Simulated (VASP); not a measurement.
# Rh (Fm-3m) in VASP: notebook

Runs on Rh. Level: LDA. Tasks: electric field gradients.

Program: VASP 6.6.1. These are calculated values, not measurements. Logs are shortened: lines on timing, memory, paths and dates and some standing lists are left out, and cuts for length are marked.

## 1. The cell of the first run

The structure is cubic, space group Fm-3m (No. 225). Conventional cell: a = 3.752 Å, b = 3.752 Å, c = 3.752 Å, α = 90.00°, β = 90.00°, γ = 90.00°. Rh (site symmetry m-3m) has 12 Rh at 2.65 Å within 3.5 Å.

## 2. Electric field gradients, LDA (13.20 Å³/atom)

File INCAR:

```
SYSTEM = Rh
PREC = Accurate
ENCUT = 520
EDIFF = 1E-8
ISMEAR = -1
SIGMA = 0.03
LREAL = .FALSE.
LASPH = .TRUE.
NELM = 100
ALGO = Normal
ISIF = 2
LWAVE = .FALSE.
LCHARG = .FALSE.
LEFG = .TRUE.
NBANDS = 14
```

File KPOINTS:

```
regular mesh
0
G
  16 16 16
  0 0 0
```

File POSCAR:

```
Rh
1.0
    0.0000000000      1.8758502280      1.8758502280
    1.8758502280      0.0000000000      1.8758502280
    1.8758502280      1.8758502280      0.0000000000
Rh
1
Direct
    0.0000000000      0.0000000000      0.0000000000
```

Potentials or basis: VASP PAW LDA potentials, release 64 (Rh_pv).

On the command line:

```sh
$ cat potpaw_LDA.64/Rh_pv/POTCAR > POTCAR
$ mpirun -np 1 vasp_std > vasp.out
```

OUTCAR:

```text
SYSTEM = Rh
   PREC = Accurate
   ENCUT = 520
   EDIFF = 1E-8
   ISMEAR = -1
   LREAL = .FALSE.
   LASPH = .TRUE.
   NELM = 100
   ISIF = 2

 ion  position               nearest neighbor table
   1  0.000  0.000  0.000-

  LATTYP: Found a face centered cubic cell.
 ALAT       =     3.7517004560

  Lattice vectors:

 A1 = (   0.0000000000,   1.8758502280,   1.8758502280)
 A2 = (   1.8758502280,   0.0000000000,   1.8758502280)
 A3 = (   1.8758502280,   1.8758502280,   0.0000000000)

Analysis of symmetry for initial positions (statically):
=====================================================================
 Subroutine PRICEL returns:
 Original cell was already a primitive cell.

 Routine SETGRP: Setting up the symmetry group for a
 face centered cubic supercell.

 Subroutine GETGRP returns: Found 48 space group operations
 (whereof 48 operations were pure point group operations)
 out of a pool of 48 trial point group operations.

The static configuration has the point symmetry O_h .

Analysis of symmetry for dynamics (positions and initial velocities):
=====================================================================
 Subroutine PRICEL returns:
 Original cell was already a primitive cell.

 Routine SETGRP: Setting up the symmetry group for a
 face centered cubic supercell.

 Subroutine GETGRP returns: Found 48 space group operations
 (whereof 48 operations were pure point group operations)
 out of a pool of 48 trial point group operations.

The dynamic configuration has the point symmetry O_h .

 Subroutine INISYM returns: Found 48 space group operations
 (whereof 48 operations are pure point group operations),
 and found     1 'primitive' translations

----------------------------------------------------------------------------------------

                                     Primitive cell

  volume of cell :      13.2015

  direct lattice vectors                    reciprocal lattice vectors
     0.000000000  1.875850228  1.875850228    -0.266545800  0.266545800  0.266545800
     1.875850228  0.000000000  1.875850228     0.266545800 -0.266545800  0.266545800
     1.875850228  1.875850228  0.000000000     0.266545800  0.266545800 -0.266545800

  length of vectors
     2.652852833  2.652852833  2.652852833     0.461670868  0.461670868  0.461670868

  position of ions in fractional coordinates (direct lattice)
     0.000000000  0.000000000  0.000000000

  ion indices of the primitive-cell ions
   primitive index   ion index
                 1           1

----------------------------------------------------------------------------------------

 KPOINTS: regular mesh

Automatic generation of k-mesh.
 Grid dimensions read from file:
 generate k-points for:   16   16   16

 Generating k-lattice:

  Cartesian coordinates                     Fractional coordinates (reciprocal lattice)
    -0.016659113  0.016659113  0.016659113     0.062500000  0.000000000  0.000000000
     0.016659113 -0.016659113  0.016659113     0.000000000  0.062500000  0.000000000
     0.016659113  0.016659113 -0.016659113     0.000000000  0.000000000  0.062500000

  Length of vectors
     0.028854429  0.028854429  0.028854429

  Shift w.r.t. Gamma in fractional coordinates (k-lattice)
     0.000000000  0.000000000  0.000000000

 Subroutine IBZKPT returns following result:
 ===========================================

 Found    145 irreducible k-points:

 Following reciprocal coordinates:
            Coordinates               Weight
  0.000000  0.000000  0.000000      1.000000
  0.062500  0.000000  0.000000      8.000000
  0.125000  0.000000  0.000000      8.000000
  0.187500  0.000000  0.000000      8.000000
  0.250000  0.000000  0.000000      8.000000
  0.312500  0.000000  0.000000      8.000000
[... 16 lines left out ...]
 -0.125000  0.062500  0.000000     24.000000
 -0.062500  0.062500  0.000000     12.000000
 [... further k-points ...]
   k-points           NKPTS =    145   k-points in BZ     NKDIM =    145   number of bands    NBANDS=     14
   number of dos      NEDOS =    301   number of ions     NIONS =      1
   total plane-waves  NPLWV =   8000
   dimension x,y,z NGX =    20 NGY =   20 NGZ =   20
   dimension x,y,z NGXF=    40 NGYF=   40 NGZF=   40
   ions per type =               1
   NGX,Y,Z   is equivalent  to a cutoff of  12.53, 12.53, 12.53 a.u.
   NGXF,Y,Z  is equivalent  to a cutoff of  25.07, 25.07, 25.07 a.u.
 SYSTEM =  Rh
   PREC   = accura    normal or accurate (medium, high low for compatibility)
   ISTART =      0    job   : 0-new  1-cont  2-samecut
   ICHARG =      2    charge: 1-file 2-atom 10-const
   ISPIN  =      1    spin polarized calculation?
   LNONCOLLINEAR =      F non collinear calculations
   LSORBIT =      F    spin-orbit coupling
   LASPH  =      T    aspherical Exc in radial PAW
   ENCUT  =  520.0 eV  38.22 Ry    6.18 a.u.   4.93  4.93  4.93*2*pi/ulx,y,z
   NELM   =    100;   NELMIN=  2; NELMDL= -5     # of ELM steps
   EDIFF  = 0.1E-07   stopping-criterion for ELM
   LREAL  =      F    real-space projection
   EDIFFG = 0.1E-06   stopping-criterion for IOM
   NSW    =      0    number of steps for IOM
   IBRION =     -1    ionic relax: 0-MD 1-quasi-New 2-CG
   NFREE  =      0    steps in history (QN), initial steepest desc. (CG)
   ISIF   =      2    stress and relaxation
   ISYM   =      2    0-nonsym 1-usesym 2-fastsym
   POTIM  = 0.5000    time-step for ionic-motion
   TEBEG  =    0.0;   TEEND  =   0.0 temperature during run
   PSTRESS=    0.0 pullay stress
   NELECT =      15.0000    total number of electrons
   NUPDOWN=      -1.0000    fix difference up-down
   EMIN   =  10.00;   EMAX   =-10.00  energy-range for DOS
   EFERMI =   0.00;   METHOD = LEGACY
   ISMEAR =    -1;   SIGMA  =   0.03  broadening in eV -4-tet -1-fermi 0-gaus
   EFERMI_NEDOS =   21; number of points for ismear=-14 and -15
   IALGO  =     38    algorithm
   IMIX   =      4    mixing-type and parameters
     AMIX     =   0.40;   BMIX     =  1.00
     AMIX_MAG =   1.60;   BMIX_MAG =  1.00
  volume/ion in A,a.u.               =      13.20        89.09
  Fermi-wavevector in a.u.,A,eV,Ry     =   1.708298  3.228216 39.705661  2.918284
  Thomas-Fermi vector in A             =   2.786992
   LORBIT       =      0    0 simple, 1 ext, 2 COOP (PROOUT), +10 PAW based schemes
   GGA     = CA    functional components
   LHFCALC =     F    Hartree Fock is set to
   AEXX    =    0.0000 exact exchange contribution
   IVDW    =     0    specifies the selected vdW correction
   LEPSILON=     F    determine dielectric tensor
   LRPA    =     F    only Hartree local field effects (RPA)
 non-spin polarized calculation
  energy-cutoff  :      520.00
  volume of cell :       13.20
 maximum number of plane-waves:       366
   NGX =  9   NGY =  9   NGZ =  9

 number of electron      15.0000001 magnetization

 Free energy of the ion-electron system (eV)
  ---------------------------------------------------
  ext. energy  EPLUGINS =         0.00000000
  ---------------------------------------------------
  free energy    TOTEN  =        -8.68422948 eV

  energy without entropy =       -8.67994997  energy(sigma->0) =       -8.68208973

 E-fermi :  12.4673     XC(G=0): -14.6114

 val. band max:       12.4639894446   @ k =  -0.3750   0.2500   0.0000
 cond. band min:      12.4719842119   @ k =   0.3125   0.2500   0.0000
 fundamental gap:      0.0079947673
 Fermi energy:        12.4673238587

 k-point     1 :       0.0000    0.0000    0.0000
  band No.  band energies     occupation
      1     -33.7535      2.00000
      2     -33.7535      2.00000
      3     -33.7535      2.00000
      4       4.1464      2.00000
      5       9.1690      2.00000
      6       9.1690      2.00000
      7       9.1690      2.00000
      8      11.4354      2.00000
      9      11.4354      2.00000
     10      28.3847      0.00000
     11      32.7194      0.00000
     12      34.0250      0.00000
     13      34.0250      0.00000
     14      34.0250      0.00000

 k-point     2 :       0.0625    0.0000    0.0000
  band No.  band energies     occupation
      1     -33.7874      2.00000
      2     -33.7580      2.00000
      3     -33.7580      2.00000
      4       4.3106      2.00000
      5       9.0940      2.00000
      6       9.2345      2.00000
      7       9.2345      2.00000
      8      11.3975      2.00000
      9      11.3975      2.00000
     10      28.6335      0.00000
[... 362 lines left out ...]
 k-point    24 :      -0.0625    0.0625    0.0000
  band No.  band energies     occupation
      1     -33.8350      2.00000
      2     -33.7780      2.00000
      3     -33.7597      2.00000
      4       4.5758      2.00000
      5       8.9538      2.00000
      6       9.3243      2.00000
      7       9.3763      2.00000
      8      11.2310      2.00000
      9      11.4608      2.00000
     10      29.0225      0.00000
     11      32.3555      0.00000
     12      32.7242      0.00000
     13      34.1285      0.00000
     14      34.9283      0.00000

 [... further k-points ...]

------------------------ aborting loop because EDIFF is reached ----------------------------------------

  FORCE on cell =-STRESS in cart. coord.  units (eV):
  Direction    XX          YY          ZZ          XY          YZ          ZX
  --------------------------------------------------------------------------------------
  -------------------------------------------------------------------------------------
  Total        0.1245929      0.1245929      0.1245929     -0.0000000      0.0000000      0.0000000
  in kB       15.1209609     15.1209609     15.1209609     -0.0000000      0.0000000      0.0000000
  external PRESSURE =      15.1209609 kB  Pullay stress =       0.0000000 kB

 VOLUME and BASIS-vectors are now :
 -----------------------------------------------------------------------------
  energy-cutoff  :      520.00
  volume of cell :       13.20
      direct lattice vectors                 reciprocal lattice vectors
     0.000000000  1.875850228  1.875850228    -0.266545800  0.266545800  0.266545800
     1.875850228  0.000000000  1.875850228     0.266545800 -0.266545800  0.266545800
     1.875850228  1.875850228  0.000000000     0.266545800  0.266545800 -0.266545800

 POSITION                                       TOTAL-FORCE (eV/Angst)
 -----------------------------------------------------------------------------------
      0.00000      0.00000      0.00000         0.000000      0.000000      0.000000
 -----------------------------------------------------------------------------------
    total drift:                               -0.000000     -0.000000     -0.000000

  FREE ENERGIE OF THE ION-ELECTRON SYSTEM (eV)
  ---------------------------------------------------
  free  energy   TOTEN  =        -8.6842294784 eV

  energy  without entropy=       -8.6799499746  energy(sigma->0) =       -8.68208973

 Electric field gradients (V/A^2)
---------------------------------------------------------------------
 ion       V_xx      V_yy      V_zz      V_xy      V_xz      V_yz
---------------------------------------------------------------------
   1      -0.000     0.000     0.000     0.001     0.001     0.001
---------------------------------------------------------------------

 Electric field gradients after diagonalization (V/A^2)
 (convention: |V_zz| > |V_xx| > |V_yy|)
----------------------------------------------------------------------
 ion       V_xx      V_yy      V_zz     asymmetry (V_yy - V_xx)/ V_zz
----------------------------------------------------------------------
   1      -0.001    -0.001     0.002       0.000
----------------------------------------------------------------------

           NMR quadrupolar parameters

 Cq : quadrupolar parameter    Cq=e*Q*V_zz/h
 eta: asymmetry parameters     (V_yy - V_xx)/ V_zz
 Q  : nuclear electric quadrupole moment in mb (millibarn)
----------------------------------------------------------------------
 ion       Cq(MHz)       eta       Q (mb)
----------------------------------------------------------------------
   1       0.000       0.000       1.000
----------------------------------------------------------------------
```

Run time: 23 s. Hardware: 1 thread of AMD EPYC 7R13, shared host; peak memory 0.11 GiB.

Results:

```
Free energy                             : -8.6842 eV
Pressure                                : 1.5 GPa
Band gap on the k mesh                  : zero (an odd number of electrons rules out a gap without spin polarisation)
Largest electric field gradient by atom : zero within the noise of the run
```

## 3. Electric field gradients, LDA

This run uses another cell than the first one, of 13.75 Å³/atom.

File INCAR:

```
PREC = Accurate
ENCUT = 520
EDIFF = 1E-8
ISMEAR = -1
SIGMA = 0.03
LREAL = False
LASPH = True
NELM = 80
ALGO = Normal
ISIF = 2
LWAVE = False
LCHARG = False
LEFG = True
NBANDS = 14
```

File KPOINTS:

```
Automatic mesh
0
Gamma
  16 16 16
```

File POSCAR:

```
Rh
1.0
    0.0000000000      1.9015500000      1.9015500000
    1.9015500000      0.0000000000      1.9015500000
    1.9015500000      1.9015500000      0.0000000000
Rh
1
Direct
    0.0000000000      0.0000000000      0.0000000000
```

Potentials or basis: VASP PAW LDA potentials, release 64 (Rh_pv).

On the command line:

```sh
$ cat potpaw_LDA.64/Rh_pv/POTCAR > POTCAR
$ mpirun -np 1 vasp_std > vasp.out
```

OUTCAR:

```text
PREC = Accurate
   ENCUT = 520
   EDIFF = 1E-8
   ISMEAR = -1
   LREAL = False
   LASPH = True
   NELM = 80
   ISIF = 2

 ion  position               nearest neighbor table
   1  0.000  0.000  0.000-

  LATTYP: Found a face centered cubic cell.
 ALAT       =     3.8031000000

  Lattice vectors:

 A1 = (   0.0000000000,   1.9015500000,   1.9015500000)
[... 613 lines left out ...]
 -----------------------------------------------------------------------------------
    total drift:                               -0.000000     -0.000000     -0.000000

  FREE ENERGIE OF THE ION-ELECTRON SYSTEM (eV)
  ---------------------------------------------------
  free  energy   TOTEN  =        -8.6684670389 eV

  energy  without entropy=       -8.6639554970  energy(sigma->0) =       -8.66621127

 Electric field gradients (V/A^2)
---------------------------------------------------------------------
 ion       V_xx      V_yy      V_zz      V_xy      V_xz      V_yz
---------------------------------------------------------------------
   1      -0.000    -0.000     0.000     0.001     0.001     0.001
---------------------------------------------------------------------

 Electric field gradients after diagonalization (V/A^2)
 (convention: |V_zz| > |V_xx| > |V_yy|)
----------------------------------------------------------------------
 ion       V_xx      V_yy      V_zz     asymmetry (V_yy - V_xx)/ V_zz
----------------------------------------------------------------------
   1      -0.001    -0.001     0.001       0.000
----------------------------------------------------------------------

           NMR quadrupolar parameters

 Cq : quadrupolar parameter    Cq=e*Q*V_zz/h
 eta: asymmetry parameters     (V_yy - V_xx)/ V_zz
 Q  : nuclear electric quadrupole moment in mb (millibarn)
----------------------------------------------------------------------
 ion       Cq(MHz)       eta       Q (mb)
----------------------------------------------------------------------
   1       0.000       0.000       1.000
----------------------------------------------------------------------
```

It took 26 s on 1 thread of AMD EPYC 7R13, shared host; peak memory 0.11 GiB.

What came out:

| Property | Result |
| --- | --- |
| Free energy | -8.6685 eV |
| Pressure | -10.4 GPa |
| Band gap on the k mesh | zero (an odd number of electrons rules out a gap without spin polarisation) |
| Largest electric field gradient by atom | zero within the noise of the run |

Caveat: the cell stands under tension.

(Part 1 of 2 ends here.)
